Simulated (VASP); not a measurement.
Here is a VASP 6.6.1 calculation.

The input POSCAR:

```
HfC
1.0
    3.2861963065      0.0000000000      0.0000000000
   -1.6430981532      2.8459296037      0.0000000000
    0.0000000000      0.0000000000      5.1145153681
Hf C
2 2
Direct
    0.6666666667      0.3333333333      0.7500000000
    0.3333333333      0.6666666667      0.2500000000
    0.0000000000      0.0000000000      0.0000000000
    0.0000000000      0.0000000000      0.5000000000
```

Contents of INCAR.step1:

```
ALGO = Normal
EDIFF = 1E-4
ENCUT = 520
GGA = PE
ISMEAR = -1
LASPH = True
LCHARG = False
LREAL = False
LWAVE = True
NBANDS = 22
NELM = 60
PREC = Accurate
SIGMA = 0.1
```

The input INCAR.step2:

```
ALGO = Normal
EDIFF = 1E-7
ENCUT = 520
ISIF = 2
ISMEAR = -1
ISTART = 1
LASPH = True
LCHARG = False
LMIXTAU = True
LREAL = False
LWAVE = False
METAGGA = R2SCAN
NBANDS = 22
NELM = 60
PREC = Accurate
SIGMA = 0.1
```

Contents of KPOINTS:

```
k-points
0
Gamma
  8 8 5
```

Potentials or basis: VASP PAW PBE potentials, release 64 (Hf_pv, C).

Launch:

```console
$ cat potpaw_PBE.64/Hf_pv/POTCAR potpaw_PBE.64/C/POTCAR > POTCAR
$ cp INCAR.step1 INCAR
$ mpirun -np 1 vasp_std > vasp.out
$ cp INCAR.step2 INCAR
$ mpirun -np 1 vasp_std > vasp.out
```

Q: Predict the pressure.

A: 9.5 GPa.

Q: Estimate the band gap on the k mesh.

A: Zero (bands 14 and 15 overlap by 1.43 eV).

Stress tensor (GPa, compression positive):
```
 7.76  0.00  0.00
 0.00  7.76  0.00
 0.00  0.00 13.07
```

Caveat: the cell stands under pressure; the PAW data sets were made with another functional, which shifts forces and pressure a little; spin-orbit coupling is left out, which moves the levels of the heavy elements.
